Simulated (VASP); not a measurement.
# TaSi2: single point with PBE

TaSi2:

```xyz
9
Lattice="4.7839 0.0000 0.0000 -2.3920 4.1430 0.0000 0.0000 0.0000 6.5700" Properties=species:S:1:pos:R:3 pbc="T T T"
Ta    2.3920    0.0000    0.0000
Ta    1.1960    2.0715    4.3800
Ta   -1.1960    2.0715    2.1900
Si    0.0000    1.3172    0.0000
Si    3.6432    0.6586    4.3800
Si    1.2512    3.4844    2.1900
Si    2.3920    2.8258    0.0000
Si   -1.2512    3.4844    4.3800
Si    1.1407    0.6586    2.1900
```

```yaml
Program: VASP 6.6.1
Task: single point
Functional: PBE
Potentials_or_basis: VASP PAW PBE potentials, release 64 (Ta_pv, Si)
Cutoff: 520 eV
k_mesh: 9 × 9 × 6
Occupations: gaussian, width 0.05 eV
Spin: no spin polarisation
Dipole_correction: no
Further_INCAR_settings: ALGO = Normal; EDIFF = 1e-06; NBANDS = 38
```

| Quantity | Value |
| --- | --- |
| Pressure | 2.6 GPa |
| Largest force | 0.014 eV/Å |
| Band gap on the k mesh | zero (an odd number of electrons rules out a gap without spin polarisation) |

Forces on the atoms (eV/Å):
```
Ta   0.000  0.000  0.000
Ta   0.000  0.000  0.000
Ta   0.000  0.000  0.000
Si   0.000 -0.014  0.000
Si   0.013 -0.007  0.000
Si   0.013  0.007  0.000
Si   0.000  0.014  0.000
Si  -0.013  0.007  0.000
Si  -0.013 -0.007  0.000
```

Stress tensor (GPa, compression positive):
```
2.45 0.00 0.00
0.00 2.45 0.00
0.00 0.00 2.90
```

Levels at points of the mesh, in eV from the Fermi level:
| k point | band 27 | band 28 | band 29 | band 30 | band 31 | band 32 |
| --- | --- | --- | --- | --- | --- | --- |
| (0.00, 0.00, 0.00) | -2.20 | -2.20 | -1.50 | 0.73 | 2.98 | 2.98 |
| (0.00, 0.00, 0.50) | -1.80 | -1.80 | 1.13 | 1.13 | 2.60 | 2.60 |

Run time: 90 s on 1 thread of Intel(R) Xeon(R) 6975P-C (Granite Rapids) (shared host), peak memory 0.35 GiB.

Caveat: spin-orbit coupling is left out, which moves the levels of the heavy elements; an odd number of electrons without spin polarisation forces a metal; a magnetic or distorted state may lie lower.
